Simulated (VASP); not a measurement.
# Sn2TeS3 (R-3m) in VASP: further runs, part 2 of 3

VASP 6.6.1.

### 3 Single point, PBE

This run uses another cell than the first one, of 29.67 Å³/atom.

Input file INCAR:

```
PREC     = Accurate       # precision mode
ENCUT    = 520            # plane-wave cutoff, eV
EDIFF    = 1E-6           # SCF threshold, eV
ISMEAR   = 0              # smearing method
SIGMA    = 0.1            # smearing width, eV
LREAL    = F              # projectors in reciprocal space
LASPH    = T              # aspherical terms in the spheres
NELM     = 60             # most SCF steps
ALGO     = Normal         # electronic algorithm
ISIF     = 2              # what is computed and relaxed
LWAVE    = F              # write WAVECAR
LCHARG   = F              # write CHGCAR
GGA      = PE             # functional
NBANDS   = 35             # bands
```

Input file KPOINTS:

```
Automatic mesh
0
Gamma
  3 3 3
```

Input file POSCAR:

```
Sn2TeS3
1.0
    3.1348868100      1.8099277400      5.2290992600
   -3.1348868100      1.8099277400      5.2290992600
    0.0000000000     -3.6198554900      5.2290992600
Sn Te S
2 1 3
Direct
    0.1222017900      0.1222017900      0.1222017900
    0.8777982100      0.8777982100      0.8777982100
    0.5000000000      0.5000000000      0.5000000000
    0.0000000000      0.5000000000      0.5000000000
    0.5000000000      0.0000000000      0.5000000000
    0.5000000000      0.5000000000      0.0000000000
```

Potentials or basis: VASP PAW PBE potentials, release 64 (Sn_d, Te, S).

Command:

```console
$ cat potpaw_PBE.64/Sn_d/POTCAR potpaw_PBE.64/Te/POTCAR potpaw_PBE.64/S/POTCAR > POTCAR
$ mpirun -np 1 vasp_std > vasp.out
```

OUTCAR:

```text
PREC = Accurate
   ENCUT = 520
   EDIFF = 1E-6
   ISMEAR = 0
   LREAL = F
   LASPH = T
   NELM = 60
   ISIF = 2
   GGA = PE

 ion  position               nearest neighbor table
   1  0.122  0.122  0.122-   3 3.69   3 3.69   3 3.69
   2  0.878  0.878  0.878-   3 3.69   3 3.69   3 3.69
   3  0.500  0.500  0.500-   4 3.18   5 3.18   5 3.18   4 3.18   6 3.18   6 3.18   2 3.69   1 3.69
                             2 3.69   1 3.69   2 3.69   1 3.69
   4  0.000  0.500  0.500-   3 3.18   3 3.18
   5  0.500  0.000  0.500-   3 3.18   3 3.18
   6  0.500  0.500  0.000-   3 3.18   3 3.18

  LATTYP: Found a trigonal (rhomboedric) cell.
 ALAT       =     6.3597824496
 COS(alpha) =     0.5140526650

  Lattice vectors:

 A1 = (   3.1348868100,   1.8099277400,   5.2290992600)
 A2 = (  -3.1348868100,   1.8099277400,   5.2290992600)
 A3 = (   0.0000000000,  -3.6198554900,   5.2290992600)

Analysis of symmetry for initial positions (statically):
=====================================================================
 Subroutine PRICEL returns:
 Original cell was already a primitive cell.

 Routine SETGRP: Setting up the symmetry group for a
 trigonal (rhombohedral) supercell.

 Subroutine GETGRP returns: Found 12 space group operations
 (whereof 12 operations were pure point group operations)
 out of a pool of 12 trial point group operations.

The static configuration has the point symmetry D_3d.

Analysis of symmetry for dynamics (positions and initial velocities):
=====================================================================
 Subroutine PRICEL returns:
 Original cell was already a primitive cell.

 Routine SETGRP: Setting up the symmetry group for a
 trigonal (rhombohedral) supercell.

 Subroutine GETGRP returns: Found 12 space group operations
 (whereof 12 operations were pure point group operations)
 out of a pool of 12 trial point group operations.

The dynamic configuration has the point symmetry D_3d.

 Subroutine INISYM returns: Found 12 space group operations
 (whereof 12 operations are pure point group operations),
 and found     1 'primitive' translations

----------------------------------------------------------------------------------------

                                     Primitive cell

  volume of cell :     178.0169

  direct lattice vectors                    reciprocal lattice vectors
     3.134886810  1.809927740  5.229099260     0.159495392  0.092084707  0.063745842
    -3.134886810  1.809927740  5.229099260    -0.159495392  0.092084707  0.063745842
     0.000000000 -3.619855490  5.229099260     0.000000000 -0.184169415  0.063745842

  length of vectors
     6.359782450  6.359782450  6.359782452     0.194889470  0.194889470  0.194889470

  position of ions in fractional coordinates (direct lattice)
     0.122201790  0.122201790  0.122201790
     0.877798210  0.877798210  0.877798210
     0.500000000  0.500000000  0.500000000
     1.000000000  0.500000000  0.500000000
     0.500000000  1.000000000  0.500000000
     0.500000000  0.500000000  0.000000000

[... 28 lines left out ...]
     0.000000000  0.000000000  0.000000000

 Subroutine IBZKPT returns following result:
 ===========================================

 Found      6 irreducible k-points:

 Following reciprocal coordinates:
            Coordinates               Weight
  0.000000  0.000000  0.000000      1.000000
  0.333333  0.000000  0.000000      6.000000
  0.333333  0.333333  0.000000      6.000000
 -0.333333  0.333333  0.000000      6.000000
  0.333333  0.333333  0.333333      2.000000
 -0.333333  0.333333  0.333333      6.000000
   k-points           NKPTS =      6   k-points in BZ     NKDIM =      6   number of bands    NBANDS=     35
   number of dos      NEDOS =    301   number of ions     NIONS =      6
   total plane-waves  NPLWV = 110592
   dimension x,y,z NGX =    48 NGY =   48 NGZ =   48
   dimension x,y,z NGXF=    96 NGYF=   96 NGZF=   96
   ions per type =               2   1   3
   NGX,Y,Z   is equivalent  to a cutoff of  12.55, 12.55, 12.55 a.u.
   NGXF,Y,Z  is equivalent  to a cutoff of  25.09, 25.09, 25.09 a.u.
 SYSTEM =  unknown system
   PREC   = accura    normal or accurate (medium, high low for compatibility)
   ISTART =      0    job   : 0-new  1-cont  2-samecut
   ICHARG =      2    charge: 1-file 2-atom 10-const
   ISPIN  =      1    spin polarized calculation?
   LNONCOLLINEAR =      F non collinear calculations
   LSORBIT =      F    spin-orbit coupling
   LASPH  =      T    aspherical Exc in radial PAW
   ENCUT  =  520.0 eV  38.22 Ry    6.18 a.u.  11.82 11.82 11.82*2*pi/ulx,y,z
   NELM   =     60;   NELMIN=  2; NELMDL= -5     # of ELM steps
   EDIFF  = 0.1E-05   stopping-criterion for ELM
   LREAL  =      F    real-space projection
   EDIFFG = 0.1E-04   stopping-criterion for IOM
   NSW    =      0    number of steps for IOM
   IBRION =     -1    ionic relax: 0-MD 1-quasi-New 2-CG
   NFREE  =      0    steps in history (QN), initial steepest desc. (CG)
   ISIF   =      2    stress and relaxation
   ISYM   =      2    0-nonsym 1-usesym 2-fastsym
   POTIM  = 0.5000    time-step for ionic-motion
   TEBEG  =    0.0;   TEEND  =   0.0 temperature during run
   PSTRESS=    0.0 pullay stress
   NELECT =      52.0000    total number of electrons
   NUPDOWN=      -1.0000    fix difference up-down
   EMIN   =  10.00;   EMAX   =-10.00  energy-range for DOS
   EFERMI =   0.00;   METHOD = LEGACY
   ISMEAR =     0;   SIGMA  =   0.10  broadening in eV -4-tet -1-fermi 0-gaus
   EFERMI_NEDOS =   21; number of points for ismear=-14 and -15
   IALGO  =     38    algorithm
   IMIX   =      4    mixing-type and parameters
     AMIX     =   0.40;   BMIX     =  1.00
     AMIX_MAG =   1.60;   BMIX_MAG =  1.00
  volume/ion in A,a.u.               =      29.67       200.22
  Fermi-wavevector in a.u.,A,eV,Ry     =   1.086231  2.052679 16.053484  1.179898
  Thomas-Fermi vector in A             =   2.222363
   LORBIT       =      0    0 simple, 1 ext, 2 COOP (PROOUT), +10 PAW based schemes
   GGA     = PE    functional components
   LHFCALC =     F    Hartree Fock is set to
   AEXX    =    0.0000 exact exchange contribution
   IVDW    =     0    specifies the selected vdW correction
   LEPSILON=     F    determine dielectric tensor
   LRPA    =     F    only Hartree local field effects (RPA)
 non-spin polarized calculation
 Gauss-broadening in eV      SIGMA  =   0.10
  energy-cutoff  :      520.00
  volume of cell :      178.02
 maximum number of plane-waves:      4814
   NGX = 23   NGY = 23   NGZ = 23

 number of electron      51.9999998 magnetization

 Free energy of the ion-electron system (eV)
  ---------------------------------------------------
  ext. energy  EPLUGINS =         0.00000000
  ---------------------------------------------------
  free energy    TOTEN  =       -18.96883378 eV

  energy without entropy =      -18.94017446  energy(sigma->0) =      -18.95450412

 E-fermi :   4.5301     XC(G=0):  -9.1436

 val. band max:        4.5027243741   @ k =  -0.3333   0.3333   0.0000
 cond. band min:       4.6175085068   @ k =   0.3333   0.0000   0.0000
 fundamental gap:      0.1147841327
 Fermi energy:         4.5300653157

 k-point     1 :       0.0000    0.0000    0.0000
  band No.  band energies     occupation
      1     -17.8953      2.00000
      2     -17.8835      2.00000
      3     -17.8835      2.00000
      4     -17.8792      2.00000
      5     -17.8792      2.00000
      6     -17.8761      2.00000
[... 217 lines left out ...]
     34       7.0502      0.00000
     35      10.9303      0.00000

------------------------ aborting loop because EDIFF is reached ----------------------------------------

  FORCE on cell =-STRESS in cart. coord.  units (eV):
  Direction    XX          YY          ZZ          XY          YZ          ZX
  --------------------------------------------------------------------------------------
  -------------------------------------------------------------------------------------
  Total       -9.4243966     -9.4243966     -8.5118103     -0.0000000      0.0000000      0.0000000
  in kB      -84.8209045    -84.8209045    -76.6074984     -0.0000000      0.0000000      0.0000000
  external PRESSURE =     -82.0831025 kB  Pullay stress =       0.0000000 kB

 VOLUME and BASIS-vectors are now :
 -----------------------------------------------------------------------------
  energy-cutoff  :      520.00
  volume of cell :      178.02
      direct lattice vectors                 reciprocal lattice vectors
     3.134886810  1.809927740  5.229099260     0.159495392  0.092084707  0.063745842
    -3.134886810  1.809927740  5.229099260    -0.159495392  0.092084707  0.063745842
     0.000000000 -3.619855490  5.229099260     0.000000000 -0.184169415  0.063745842

 POSITION                                       TOTAL-FORCE (eV/Angst)
 -----------------------------------------------------------------------------------
      0.00000     -0.00000      1.91702         0.000000      0.000000     -0.026389
      0.00000     -0.00000     13.77028         0.000000     -0.000000      0.026389
      0.00000     -0.00000      7.84365        -0.000000     -0.000000      0.000000
     -1.56744     -0.90496      5.22910         0.000000     -0.000000      0.000000
      1.56744     -0.90496      5.22910         0.000000     -0.000000      0.000000
      0.00000      1.80993      5.22910         0.000000     -0.000000      0.000000
 -----------------------------------------------------------------------------------
    total drift:                               -0.000000     -0.000000      0.000000

  FREE ENERGIE OF THE ION-ELECTRON SYSTEM (eV)
  ---------------------------------------------------
  free  energy   TOTEN  =       -18.9688337771 eV

  energy  without entropy=      -18.9401744599  energy(sigma->0) =      -18.95450412
```

Wall time 21 s (1 thread of AMD EPYC 9R45 (Zen 5), shared host); peak memory 0.3 GiB.

What came out:

```yaml
Free_energy: -18.9688 eV
Pressure: -8.2 GPa
Largest_force: 0.026 eV/Å
Band_gap_on_the_k_mesh: zero (bands 26 and 27 overlap by 0.27 eV)
```

Forces on the atoms (eV/Å):
```
Sn   0.000  0.000 -0.026
Sn   0.000  0.000  0.026
Te   0.000  0.000  0.000
S    0.000  0.000  0.000
S    0.000  0.000  0.000
S    0.000  0.000  0.000
```

Stress tensor (GPa, compression positive):
```
-8.48  0.00  0.00
 0.00 -8.48  0.00
 0.00  0.00 -7.66
```

Caveat: the k points lie up to 0.41 Å⁻¹ apart; semilocal functionals underestimate gaps, and a narrow one can read as zero; spin-orbit coupling is left out, which moves the levels of the heavy elements.

### 4 Relaxation of cell and atoms, PBE

This run uses another cell than the first one, of 29.67 Å³/atom.

Input file INCAR:

```
PREC     = Accurate       # precision mode
ENCUT    = 600            # plane-wave cutoff, eV
EDIFF    = 1E-7           # SCF threshold, eV
ISMEAR   = 0              # smearing method
SIGMA    = 0.1            # smearing width, eV
LREAL    = F              # projectors in reciprocal space
LASPH    = T              # aspherical terms in the spheres
NELM     = 100            # most SCF steps
ALGO     = Normal         # electronic algorithm
ISIF     = 3              # what is computed and relaxed
LWAVE    = F              # write WAVECAR
LCHARG   = F              # write CHGCAR
GGA      = PE             # functional
IBRION   = 2              # ionic algorithm
NSW      = 90             # ionic steps
EDIFFG   = -0.04          # ionic threshold
```

KPOINTS is that of step 3.

POSCAR is that of step 3.

Command:

```console
$ cat potpaw_PBE.64/Sn_d/POTCAR potpaw_PBE.64/Te/POTCAR potpaw_PBE.64/S/POTCAR > POTCAR
$ mpirun -np 1 vasp_std > vasp.out
```

It took 12 min on 1 thread of AMD EPYC 9R45 (Zen 5), shared host; peak memory 0.42 GiB.

The run converged. Its results:

* Free energy: -20.7888 eV
* Relaxed volume: 23.86 Å³/atom
* Relaxed cell: a = 6.287 Å, b = 6.287 Å, c = 6.287 Å, α = 52.11°, β = 52.11°, γ = 52.11°
* Space group after relaxing (to 0.1 Å): R-3m (No. 166)
* Energy gained by relaxing: 303.3 meV/atom
* Ionic steps: 28
* Pressure after relaxing: 0.0 GPa
* Largest force after relaxing: 0.011 eV/Å
* Band gap on the k mesh: zero (bands 26 and 27 overlap by 0.50 eV)

Forces in eV/Å, atoms in the order of the input:
```
Sn   0.000  0.000  0.011
Sn   0.000  0.000 -0.011
Te   0.000  0.000  0.000
S    0.000  0.000  0.000
S    0.000  0.000  0.000
S    0.000  0.000  0.000
```

Step by step:
| step | energy change (eV) | largest force (eV/Å) | pressure (GPa) | volume (Å³) |
| --- | --- | --- | --- | --- |
| 1 | 0.0000 | 0.0264 | -8.17 | 178.02 |
| 2 | -1.2874 | 0.0261 | -1.53 | 141.81 |
| 3 | -1.3079 | 0.0311 | -0.06 | 137.97 |
| 4 | -1.3077 | 0.0323 | 0.24 | 137.24 |
| 5 | -1.3163 | 0.0445 | 0.26 | 137.17 |
| 6 | -1.3271 | 0.0533 | 0.35 | 136.97 |
| 7 | -1.3160 | 0.2065 | 0.91 | 136.39 |
| 8 | -1.3290 | 0.0590 | 0.43 | 136.86 |
| 9 | -1.3293 | 0.0678 | 0.49 | 136.78 |
| 10 | -1.3301 | 0.0829 | -0.52 | 139.30 |
| 11 | -1.3317 | 0.0755 | -0.06 | 138.15 |
| 12 | -1.3328 | 0.0849 | -0.07 | 138.18 |
| 13 | -1.3371 | 0.1183 | -0.09 | 138.28 |
| 14 | -1.3515 | 0.2173 | -0.12 | 138.47 |
| 15 | -1.4235 | 0.6298 | -0.18 | 138.85 |
| 16 | -1.6805 | 0.5904 | -0.01 | 139.60 |
| 17 | -1.1714 | 3.8716 | 4.29 | 141.01 |
| 18 | -1.7433 | 0.3061 | 0.26 | 139.83 |
| 19 | -1.7672 | 0.2314 | 0.75 | 140.15 |
| 20 | -1.7684 | 0.1021 | 0.63 | 140.08 |
| 21 | -1.7828 | 0.0170 | 0.42 | 140.59 |
| 22 | -1.8053 | 0.1919 | -0.09 | 142.10 |
| 23 | -1.8066 | 0.2388 | -0.21 | 142.52 |
| 24 | -1.8098 | 0.2118 | -0.07 | 142.30 |
| 25 | -1.8148 | 0.1310 | 0.35 | 141.67 |
| 26 | -1.8150 | 0.1049 | 0.48 | 141.47 |
| 27 | -1.8179 | 0.0625 | 0.31 | 142.11 |
| 28 | -1.8196 | 0.0107 | 0.04 | 143.17 |

Final structure:
```
Sn Te S
1.0
     2.76179    1.59452    5.41836
    -2.76179    1.59452    5.41836
     0.00000   -3.18904    5.41836
Sn Te S
2 1 3
Direct
  0.09012 0.09012 0.09012
  0.90988 0.90988 0.90988
  0.50000 0.50000 0.50000
  0.00000 0.50000 0.50000
  0.50000 0.00000 0.50000
  0.50000 0.50000 0.00000
```

Levels at points of the mesh, in eV from the Fermi level:
```csv
k point,band 22,band 23,band 24,band 25,band 26,band 27,band 28,band 29
"(0.00, 0.00, 0.00)",-3.19,-1.64,-0.29,-0.29,0.22,0.22,0.99,1.77
```

Caveat: the k points lie up to 0.46 Å⁻¹ apart in the final cell; the volume moved by over 15 % at a fixed basis, so the end points are rough; semilocal functionals underestimate gaps, and a narrow one can read as zero; spin-orbit coupling is left out, which moves the levels of the heavy elements.

[end of part 2 of 3]

The gap in the log of VASP goes by the Fermi energy; the results here count the filled bands.